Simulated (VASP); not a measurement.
AgRh:

```
CELL_PARAMETERS angstrom
2.75895 0.00000 0.00000
-1.37947 2.38932 0.00000
0.00000 0.00000 4.77633
ATOMIC_POSITIONS crystal
Ag 0.00000 0.00000 0.50000
Rh 0.66667 0.33333 0.00000
```

This cell differs from its parent crystal: volume scaled by 0.98.

Program: VASP 6.6.1. Alike in all runs: task single point; no spin polarisation; cell as given; k mesh 11 × 11 × 6; cutoff (eV) 520; smearing fermi-dirac 0.05 eV.

Task: Order these runs on this cell by their pressure, lowest first.
A. level PBE; potentials or basis VASP PAW PBE potentials, release 64 (Ag, Rh_pv)
B. level PBEsol; potentials or basis VASP PAW PBE potentials, release 64 (Ag, Rh_pv)
C. level LDA; potentials or basis VASP PAW LDA potentials, release 64 (Ag, Rh_pv)

Result: C (-12.6 GPa), B (-8.0 GPa), A (0.7 GPa).

Caveats: the PAW data sets were made with another functional, which shifts forces and pressure a little (some runs).
